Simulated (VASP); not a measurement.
**InSe: single point with revPBE+D3(BJ)**

InSe:

```xyz
4
Lattice="5.9736 -2.0648 0.1373 5.9736 2.0648 0.1373 -1.6543 0.0000 4.0384" Properties=species:S:1:pos:R:3 pbc="T T T"
In   10.5500    0.0000    0.2595
In   -0.2570    0.0000    4.0535
Se    6.7335    0.0000    2.7127
Se    3.5595    0.0000    1.6003
```

```
Program                : VASP 6.6.1
Task                   : single point
Functional             : revPBE
Dispersion             : D3(BJ)
Potentials or basis    : VASP PAW PBE potentials, release 64 (In_d, Se)
Cutoff                 : 520 eV
k mesh                 : 7 × 7 × 6
Occupations            : fermi-dirac, width 0.05 eV
Spin                   : no spin polarisation
Dipole correction      : no
Further INCAR settings : ALGO = Normal; EDIFF = 1e-06; NBANDS = 27
```

```json
{
  "Pressure": "0.0 GPa",
  "Largest force": "0.013 eV/Å",
  "Band gap on the k mesh": "0.47 eV (least direct gap 1.12 eV)",
  "Dispersion energy per atom": "-0.669 eV"
}
```

Forces in eV/Å, atoms in the order of the input:
```
In   0.008  0.000 -0.004
In  -0.008  0.000  0.004
Se   0.005  0.000 -0.012
Se  -0.005  0.000  0.012
```

Levels at points of the mesh, in eV from the valence-band top:
```csv
k point,band 17,band 18,band 19,band 20,band 21,band 22
"(0.00, 0.00, 0.00)",-2.57,-1.99,-1.77,2.32,3.72,4.32
"(0.00, 0.00, 0.50)",-1.89,-1.33,-0.23,0.89,2.59,3.15
```

Run time: 5 min on 1 thread of Oxide Virtual Turin-like Processor, with other jobs on the host, peak memory 0.36 GiB.

Caveat: the PAW data sets were made with another functional, which shifts forces and pressure a little; spin-orbit coupling is left out, which moves the levels of the heavy elements. A k mesh can miss the band edges.
